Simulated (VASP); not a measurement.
# BiAsS (Pmmm) in VASP: a series of runs

Runs on BiAsS. Level: PBE. Tasks: single point, relaxation of cell and atoms.

Everything below comes from runs of VASP 6.6.1. Logs are shortened: lines on timing, memory, paths and dates and some standing lists are left out, and cuts for length are marked.

**1. The cell of the first run**

It takes space group Pmmm (No. 47, orthorhombic). The conventional cell has a = 4.127 Å, b = 4.170 Å, c = 4.257 Å, α = 90.00°, β = 90.00°, γ = 90.00°. Within 3.9 Å of Bi (site symmetry mmm) lie 4 S at 2.93 Å and 8 As at 3.62 Å. Within 2.8 Å of As (site symmetry mmm) lie 2 S at 2.13 Å. S (site symmetry mmm) has 2 As at 2.13 Å within 2.8 Å.

**2. Single point, PBE**

INCAR

```
SYSTEM = BiAsS
ALGO = Normal
EDIFF = 1E-6
ENCUT = 520
GGA = PE
ISIF = 2
ISMEAR = 0
LASPH = .TRUE.
LCHARG = .FALSE.
LREAL = .FALSE.
LWAVE = .FALSE.
NBANDS = 20
NELM = 60
PREC = Accurate
SIGMA = 0.1
```

KPOINTS

```
k-points
0
G
  4 4 4
  0 0 0
```

POSCAR

```
BiAsS
1.0
    4.1274625100      0.0000000000      0.0000000000
    0.0000000000      4.1704095400      0.0000000000
    0.0000000000      0.0000000000      4.2574245900
Bi As S
1 1 1
Direct
    0.0000000000      0.0000000000      0.0000000000
    0.5000000000      0.5000000000      0.5000000000
    0.5000000000      0.5000000000      0.0000000000
```

Potentials or basis: VASP PAW PBE potentials, release 64 (Bi_d, As, S).

The run is started by

```
$ cat potpaw_PBE.64/Bi_d/POTCAR potpaw_PBE.64/As/POTCAR potpaw_PBE.64/S/POTCAR > POTCAR
$ mpirun -np 1 vasp_std > vasp.out
```

OUTCAR:

```text
SYSTEM = BiAsS
   EDIFF = 1E-6
   ENCUT = 520
   GGA = PE
   ISIF = 2
   ISMEAR = 0
   LASPH = .TRUE.
   LREAL = .FALSE.
   NELM = 60
   PREC = Accurate

 ion  position               nearest neighbor table
   1  0.000  0.000  0.000-   3 2.93   3 2.93   3 2.93   3 2.93
   2  0.500  0.500  0.500-   3 2.13   3 2.13
   3  0.500  0.500  0.000-   2 2.13   2 2.13   1 2.93   1 2.93   1 2.93   1 2.93

  LATTYP: Found a simple orthorhombic cell.
 ALAT       =     4.1274625100
 B/A-ratio  =     1.0104051896
 C/A-ratio  =     1.0314871618

  Lattice vectors:

 A1 = (   4.1274625100,   0.0000000000,   0.0000000000)
 A2 = (   0.0000000000,   4.1704095400,   0.0000000000)
 A3 = (   0.0000000000,   0.0000000000,   4.2574245900)

Analysis of symmetry for initial positions (statically):
=====================================================================
 Subroutine PRICEL returns:
 Original cell was already a primitive cell.

 Routine SETGRP: Setting up the symmetry group for a
 simple orthorhombic supercell.

 Subroutine GETGRP returns: Found  8 space group operations
 (whereof  8 operations were pure point group operations)
 out of a pool of  8 trial point group operations.

The static configuration has the point symmetry D_2h.

Analysis of symmetry for dynamics (positions and initial velocities):
=====================================================================
 Subroutine PRICEL returns:
 Original cell was already a primitive cell.

 Routine SETGRP: Setting up the symmetry group for a
 simple orthorhombic supercell.

 Subroutine GETGRP returns: Found  8 space group operations
 (whereof  8 operations were pure point group operations)
 out of a pool of  8 trial point group operations.

The dynamic configuration has the point symmetry D_2h.

 Subroutine INISYM returns: Found  8 space group operations
 (whereof  8 operations are pure point group operations),
 and found     1 'primitive' translations

----------------------------------------------------------------------------------------

                                     Primitive cell

  volume of cell :      73.2839

  direct lattice vectors                    reciprocal lattice vectors
     4.127462510  0.000000000  0.000000000     0.242279608  0.000000000  0.000000000
     0.000000000  4.170409540  0.000000000     0.000000000  0.239784604  0.000000000
     0.000000000  0.000000000  4.257424590     0.000000000  0.000000000  0.234883785

  length of vectors
     4.127462510  4.170409540  4.257424590     0.242279608  0.239784604  0.234883785

  position of ions in fractional coordinates (direct lattice)
     0.000000000  0.000000000  0.000000000
     0.500000000  0.500000000  0.500000000
     0.500000000  0.500000000  0.000000000

  ion indices of the primitive-cell ions
   primitive index   ion index
                 1           1
                 2           2
                 3           3

----------------------------------------------------------------------------------------

 KPOINTS: k-points

Automatic generation of k-mesh.
 Grid dimensions read from file:
 generate k-points for:    4    4    4

 Generating k-lattice:

  Cartesian coordinates                     Fractional coordinates (reciprocal lattice)
     0.060569902  0.000000000  0.000000000     0.250000000  0.000000000  0.000000000
     0.000000000  0.059946151  0.000000000     0.000000000  0.250000000  0.000000000
     0.000000000  0.000000000  0.058720946     0.000000000  0.000000000  0.250000000

  Length of vectors
     0.060569902  0.059946151  0.058720946

  Shift w.r.t. Gamma in fractional coordinates (k-lattice)
     0.000000000  0.000000000  0.000000000

 Subroutine IBZKPT returns following result:
 ===========================================

 Found     27 irreducible k-points:

 Following reciprocal coordinates:
            Coordinates               Weight
  0.000000  0.000000  0.000000      1.000000
  0.250000  0.000000  0.000000      2.000000
  0.500000  0.000000  0.000000      1.000000
  0.000000  0.250000  0.000000      2.000000
  0.250000  0.250000  0.000000      4.000000
  0.500000  0.250000  0.000000      2.000000
[... 16 lines left out ...]
  0.250000  0.250000  0.500000      4.000000
  0.500000  0.250000  0.500000      2.000000
 [... further k-points ...]
   k-points           NKPTS =     27   k-points in BZ     NKDIM =     27   number of bands    NBANDS=     20
   number of dos      NEDOS =    301   number of ions     NIONS =      3
   total plane-waves  NPLWV =  32768
   dimension x,y,z NGX =    32 NGY =   32 NGZ =   32
   dimension x,y,z NGXF=    64 NGYF=   64 NGZF=   64
   ions per type =               1   1   1
   NGX,Y,Z   is equivalent  to a cutoff of  12.89, 12.76, 12.50 a.u.
   NGXF,Y,Z  is equivalent  to a cutoff of  25.78, 25.51, 24.99 a.u.
 SYSTEM =  BiAsS
   PREC   = accura    normal or accurate (medium, high low for compatibility)
   ISTART =      0    job   : 0-new  1-cont  2-samecut
   ICHARG =      2    charge: 1-file 2-atom 10-const
   ISPIN  =      1    spin polarized calculation?
   LNONCOLLINEAR =      F non collinear calculations
   LSORBIT =      F    spin-orbit coupling
   LASPH  =      T    aspherical Exc in radial PAW
   ENCUT  =  520.0 eV  38.22 Ry    6.18 a.u.   7.67  7.75  7.92*2*pi/ulx,y,z
   NELM   =     60;   NELMIN=  2; NELMDL= -5     # of ELM steps
   EDIFF  = 0.1E-05   stopping-criterion for ELM
   LREAL  =      F    real-space projection
   EDIFFG = 0.1E-04   stopping-criterion for IOM
   NSW    =      0    number of steps for IOM
   IBRION =     -1    ionic relax: 0-MD 1-quasi-New 2-CG
   NFREE  =      0    steps in history (QN), initial steepest desc. (CG)
   ISIF   =      2    stress and relaxation
   ISYM   =      2    0-nonsym 1-usesym 2-fastsym
   POTIM  = 0.5000    time-step for ionic-motion
   TEBEG  =    0.0;   TEEND  =   0.0 temperature during run
   PSTRESS=    0.0 pullay stress
   NELECT =      26.0000    total number of electrons
   NUPDOWN=      -1.0000    fix difference up-down
   EMIN   =  10.00;   EMAX   =-10.00  energy-range for DOS
   EFERMI =   0.00;   METHOD = LEGACY
   ISMEAR =     0;   SIGMA  =   0.10  broadening in eV -4-tet -1-fermi 0-gaus
   EFERMI_NEDOS =   21; number of points for ismear=-14 and -15
   IALGO  =     38    algorithm
   IMIX   =      4    mixing-type and parameters
     AMIX     =   0.40;   BMIX     =  1.00
     AMIX_MAG =   1.60;   BMIX_MAG =  1.00
  volume/ion in A,a.u.               =      24.43       164.85
  Fermi-wavevector in a.u.,A,eV,Ry     =   1.158945  2.190089 18.274729  1.343155
  Thomas-Fermi vector in A             =   2.295543
   LORBIT       =      0    0 simple, 1 ext, 2 COOP (PROOUT), +10 PAW based schemes
   GGA     = PE    functional components
   LHFCALC =     F    Hartree Fock is set to
   AEXX    =    0.0000 exact exchange contribution
   IVDW    =     0    specifies the selected vdW correction
   LEPSILON=     F    determine dielectric tensor
   LRPA    =     F    only Hartree local field effects (RPA)
 non-spin polarized calculation
 Gauss-broadening in eV      SIGMA  =   0.10
  energy-cutoff  :      520.00
  volume of cell :       73.28
 maximum number of plane-waves:      1990
 NGX is ok and might be reduce to    32
   NGX = 15   NGY = 15   NGZ = 15

 number of electron      25.9999998 magnetization

 Free energy of the ion-electron system (eV)
  ---------------------------------------------------
  ext. energy  EPLUGINS =         0.00000000
  ---------------------------------------------------
  free energy    TOTEN  =        -9.80389279 eV

  energy without entropy =       -9.78764954  energy(sigma->0) =       -9.79577117

 E-fermi :   6.6540     XC(G=0):  -9.9151

 val. band max:        6.6474239499   @ k =   0.0000   0.2500   0.2500
 cond. band min:       6.6747053325   @ k =   0.0000   0.2500   0.0000
 fundamental gap:      0.0272813826
 Fermi energy:         6.6540122605

 k-point     1 :       0.0000    0.0000    0.0000
  band No.  band energies     occupation
      1     -16.8539      2.00000
      2     -16.8463      2.00000
      3     -16.8288      2.00000
      4     -16.8208      2.00000
      5     -16.8181      2.00000
      6     -10.3230      2.00000
[... 12 lines left out ...]
     19      12.6391      0.00000
     20      12.7272      0.00000

 k-point     2 :       0.2500    0.0000    0.0000
  band No.  band energies     occupation
      1     -16.8502      2.00000
      2     -16.8357      2.00000
      3     -16.8326      2.00000
      4     -16.8220      2.00000
      5     -16.8205      2.00000
      6     -10.1338      2.00000
[... 12 lines left out ...]
     19      12.9835      0.00000
     20      13.3162      0.00000

 k-point     3 :       0.5000    0.0000    0.0000
  band No.  band energies     occupation
      1     -16.8478      2.00000
      2     -16.8426      2.00000
      3     -16.8258      2.00000
      4     -16.8201      2.00000
      5     -16.8178      2.00000
      6      -9.9121      2.00000
[... 12 lines left out ...]
     19      14.4224      0.00000
     20      14.8681      0.00000

 k-point     4 :       0.0000    0.2500    0.0000
  band No.  band energies     occupation
      1     -16.8490      2.00000
      2     -16.8353      2.00000
      3     -16.8351      2.00000
      4     -16.8243      2.00000
      5     -16.8178      2.00000
      6     -10.1393      2.00000
[... 429 lines left out ...]
 k-point    23 :       0.2500    0.2500    0.5000
  band No.  band energies     occupation
      1     -16.8457      2.00000
      2     -16.8287      2.00000
      3     -16.8276      2.00000
      4     -16.8263      2.00000
      5     -16.8240      2.00000
      6      -9.0933      2.00000
[... 12 lines left out ...]
     19      13.6247      0.00000
     20      14.1620      0.00000

 k-point    24 :       0.5000    0.2500    0.5000
  band No.  band energies     occupation
      1     -16.8562      2.00000
      2     -16.8306      2.00000
      3     -16.8278      2.00000
      4     -16.8257      2.00000
      5     -16.8097      2.00000
      6      -8.8865      2.00000
[... 12 lines left out ...]
     19      15.1349      0.00000
     20      16.0924      0.00000

 [... further k-points ...]

------------------------ aborting loop because EDIFF is reached ----------------------------------------

  FORCE on cell =-STRESS in cart. coord.  units (eV):
  Direction    XX          YY          ZZ          XY          YZ          ZX
  --------------------------------------------------------------------------------------
  -------------------------------------------------------------------------------------
  Total        0.8357161      1.1485960     11.9636870     -0.0000000      0.0000000      0.0000000
  in kB       18.2709251     25.1112934    261.5572835     -0.0000000      0.0000000      0.0000000
  external PRESSURE =     101.6465006 kB  Pullay stress =       0.0000000 kB

 VOLUME and BASIS-vectors are now :
 -----------------------------------------------------------------------------
  energy-cutoff  :      520.00
  volume of cell :       73.28
      direct lattice vectors                 reciprocal lattice vectors
     4.127462510  0.000000000  0.000000000     0.242279608  0.000000000  0.000000000
     0.000000000  4.170409540  0.000000000     0.000000000  0.239784604  0.000000000
     0.000000000  0.000000000  4.257424590     0.000000000  0.000000000  0.234883785

 POSITION                                       TOTAL-FORCE (eV/Angst)
 -----------------------------------------------------------------------------------
      0.00000      0.00000      0.00000         0.000000      0.000000      0.000000
      2.06373      2.08520      2.12871         0.000000      0.000000      0.000000
      2.06373      2.08520      0.00000         0.000000      0.000000      0.000000
 -----------------------------------------------------------------------------------
    total drift:                                0.000000     -0.000000      0.000000

  FREE ENERGIE OF THE ION-ELECTRON SYSTEM (eV)
  ---------------------------------------------------
  free  energy   TOTEN  =        -9.8038927883 eV

  energy  without entropy=       -9.7876495437  energy(sigma->0) =       -9.79577117
```

Run time: 24 s. Hardware: 1 thread of Intel Xeon Platinum 8375C at 2.90GHz (Ice Lake), shared host; peak memory 0.2 GiB.

Results:

| Quantity | Value |
| --- | --- |
| Free energy | -9.8039 eV |
| Pressure | 10.2 GPa |
| Band gap on the k mesh | zero (band 13 reaches 8.05 eV, above the bottom of band 14 at 5.77 eV) |

Stress tensor (GPa, compression positive):
```
 1.83  0.00  0.00
 0.00  2.51  0.00
 0.00  0.00 26.16
```

Levels at points of the mesh, in eV from the Fermi level:
```csv
k point,band 9,band 10,band 11,band 12,band 13,band 14,band 15,band 16,band 17,band 18
"(0.00, 0.00, 0.00)",-7.93,-5.94,-5.86,0.63,1.40,1.46,2.23,2.64,2.65,5.02
"(0.50, 0.00, 0.00)",-7.80,-5.05,-4.05,-1.80,-0.61,-0.26,-0.22,1.73,6.24,7.23
"(0.00, 0.50, 0.00)",-7.82,-5.01,-3.98,-1.72,-0.51,-0.25,-0.25,1.76,6.30,7.32
"(0.50, 0.50, 0.00)",-7.55,-7.43,-7.42,0.10,0.14,0.85,3.02,3.13,4.09,4.11
"(0.00, 0.00, 0.50)",-5.20,-5.12,-2.12,-1.41,-1.34,0.51,1.79,3.03,3.04,3.40
"(0.50, 0.00, 0.50)",-4.61,-4.22,-3.18,-1.35,-1.14,-0.15,0.30,1.54,2.05,4.80
"(0.00, 0.50, 0.50)",-4.63,-4.19,-3.12,-1.27,-1.10,-0.06,0.28,1.61,2.05,4.86
"(0.50, 0.50, 0.50)",-6.62,-6.62,-2.98,-2.93,-1.98,0.62,1.99,3.34,3.44,10.17
```

Caveat: the k points lie up to 0.38 Å⁻¹ apart; spin-orbit coupling is left out, which moves the levels of the heavy elements.

**3. Single point, PBE**

This run uses another cell than the first one, of 27.07 Å³/atom, 1.108 times its volume.

INCAR

```
SYSTEM = BiAsS
PREC     = Accurate       ! precision mode
ENCUT    = 520            ! plane-wave cutoff, eV
EDIFF    = 1E-6           ! SCF threshold, eV
ISMEAR   = 0              ! smearing method
SIGMA    = 0.1            ! smearing width, eV
LREAL    = .FALSE.        ! projectors in reciprocal space
LASPH    = .TRUE.         ! aspherical terms in the spheres
NELM     = 80             ! most SCF steps
ALGO     = Normal         ! electronic algorithm
ISIF     = 2              ! what is computed and relaxed
LWAVE    = .FALSE.        ! write WAVECAR
LCHARG   = .TRUE.         ! write CHGCAR
GGA      = PE             ! functional
LELF     = .TRUE.         ! ELF
LVHAR    = .TRUE.       
NBANDS   = 20             ! bands
```

KPOINTS

```
Automatic mesh
0
G
  4 4 4
  0 0 0
```

POSCAR

```
BiAsS
1.0
    3.9344787587      0.0000000000      0.0000000000
    0.0000000000      3.9354869840      0.0000000000
    0.0000000000      0.0000000000      5.2438394262
Bi As S
1 1 1
Direct
    0.0000000000      0.0000000000      0.0000000000
    0.5000000000      0.5000000000      0.5000000000
    0.5000000000      0.5000000000      0.0000000000
```

Potentials or basis: VASP PAW PBE potentials, release 64 (Bi_d, As, S).

The run is started by

```
$ cat potpaw_PBE.64/Bi_d/POTCAR potpaw_PBE.64/As/POTCAR potpaw_PBE.64/S/POTCAR > POTCAR
$ mpirun -np 1 vasp_std > vasp.out
```

OUTCAR:

```text
SYSTEM = BiAsS
   PREC = Accurate
   ENCUT = 520
   EDIFF = 1E-6
   ISMEAR = 0
   LREAL = .FALSE.
   LASPH = .TRUE.
   NELM = 80
   ISIF = 2
   GGA = PE

 ion  position               nearest neighbor table
   1  0.000  0.000  0.000-   3 2.78   3 2.78   3 2.78   3 2.78
   2  0.500  0.500  0.500-   3 2.62   3 2.62
   3  0.500  0.500  0.000-   2 2.62   2 2.62   1 2.78   1 2.78   1 2.78   1 2.78

  LATTYP: Found a simple orthorhombic cell.
 ALAT       =     3.9344787587
 B/A-ratio  =     1.0002562538
 C/A-ratio  =     1.3327913932

[... 745 lines left out ...]

  FORCE on cell =-STRESS in cart. coord.  units (eV):
  Direction    XX          YY          ZZ          XY          YZ          ZX
  --------------------------------------------------------------------------------------
  -------------------------------------------------------------------------------------
  Total        0.0174706      0.0116853      0.1001973      0.0000000      0.0000000      0.0000000
  in kB        0.3447336      0.2305766      1.9771133      0.0000000      0.0000000      0.0000000
  external PRESSURE =       0.8508079 kB  Pullay stress =       0.0000000 kB

 VOLUME and BASIS-vectors are now :
 -----------------------------------------------------------------------------
  energy-cutoff  :      520.00
  volume of cell :       81.20
      direct lattice vectors                 reciprocal lattice vectors
     3.934478759  0.000000000  0.000000000     0.254163273  0.000000000  0.000000000
     0.000000000  3.935486984  0.000000000     0.000000000  0.254098160  0.000000000
     0.000000000  0.000000000  5.243839426     0.000000000  0.000000000  0.190699966

 POSITION                                       TOTAL-FORCE (eV/Angst)
 -----------------------------------------------------------------------------------
      0.00000      0.00000      0.00000         0.000000      0.000000      0.000000
      1.96724      1.96774      2.62192         0.000000      0.000000      0.000000
      1.96724      1.96774      0.00000         0.000000      0.000000      0.000000
 -----------------------------------------------------------------------------------
    total drift:                                0.000000      0.000000      0.000000

  FREE ENERGIE OF THE ION-ELECTRON SYSTEM (eV)
  ---------------------------------------------------
  free  energy   TOTEN  =       -11.1617302179 eV

  energy  without entropy=      -11.1525542785  energy(sigma->0) =      -11.15714225
```

OSZICAR:

```text
N       E                     dE             d eps       ncg     rms          rms(c)
DAV:   1     0.211640819828E+03    0.21164E+03   -0.12385E+04  1080   0.129E+03
DAV:   2     0.796270425377E+01   -0.20368E+03   -0.19670E+03  1204   0.334E+02
DAV:   3    -0.108822241557E+02   -0.18845E+02   -0.18499E+02  1348   0.104E+02
DAV:   4    -0.115108396536E+02   -0.62862E+00   -0.62540E+00  1260   0.203E+01
DAV:   5    -0.115332622584E+02   -0.22423E-01   -0.22416E-01  1580   0.383E+00    0.989E+00
DAV:   6    -0.111792144401E+02    0.35405E+00   -0.14956E+00  1540   0.640E+00    0.526E+00
DAV:   7    -0.111645969426E+02    0.14617E-01   -0.13892E-01  1216   0.206E+00    0.251E+00
DAV:   8    -0.111620535310E+02    0.25434E-02   -0.19563E-02  1240   0.934E-01    0.352E-01
DAV:   9    -0.111616205354E+02    0.43300E-03   -0.33556E-03  1348   0.310E-01    0.101E-01
DAV:  10    -0.111617078556E+02   -0.87320E-04   -0.35746E-04  1216   0.940E-02    0.341E-02
DAV:  11    -0.111617293597E+02   -0.21504E-04   -0.42596E-05  1256   0.480E-02    0.917E-03
DAV:  12    -0.111617302179E+02   -0.85822E-06   -0.42014E-06  1320   0.126E-02
   1 F= -.11161730E+02 E0= -.11157142E+02  d E =-.917594E-02
```

It took 43 s on 1 thread of Intel Xeon Platinum 8375C at 2.90GHz (Ice Lake), shared host; peak memory 0.2 GiB.

What came out:

```
Free energy            : -11.1617 eV
Pressure               : 0.1 GPa
Band gap on the k mesh : zero (band 13 reaches 6.21 eV, above the bottom of band 14 at 4.54 eV)
```

Stress tensor (GPa, compression positive):
```
0.03 0.00 0.00
0.00 0.02 0.00
0.00 0.00 0.20
```

Levels at points of the mesh, in eV from the Fermi level:
```csv
k point,band 10,band 11,band 12,band 13,band 14,band 15,band 16,band 17
"(0.00, 0.00, 0.00)",-4.73,-4.72,0.76,0.98,0.98,3.16,4.37,4.37
"(0.50, 0.00, 0.00)",-3.29,-2.16,-1.21,-1.02,-0.65,0.18,1.36,4.94
"(0.00, 0.50, 0.00)",-3.29,-2.16,-1.21,-1.02,-0.65,0.19,1.36,4.94
"(0.50, 0.50, 0.00)",-6.79,-5.35,-0.90,-0.90,0.29,3.82,3.82,4.76
"(0.00, 0.00, 0.50)",-4.59,-2.55,-0.38,-0.11,0.24,0.25,3.56,4.39
"(0.50, 0.00, 0.50)",-3.12,-1.87,-1.68,-0.53,-0.03,0.26,0.62,1.95
"(0.00, 0.50, 0.50)",-3.12,-1.87,-1.68,-0.53,-0.03,0.27,0.62,1.95
"(0.50, 0.50, 0.50)",-6.62,-1.90,-1.90,-1.71,-0.69,0.33,5.00,5.01
```

Caveat: the k points lie up to 0.40 Å⁻¹ apart; spin-orbit coupling is left out, which moves the levels of the heavy elements.

(Part 1 of 2 ends here.)
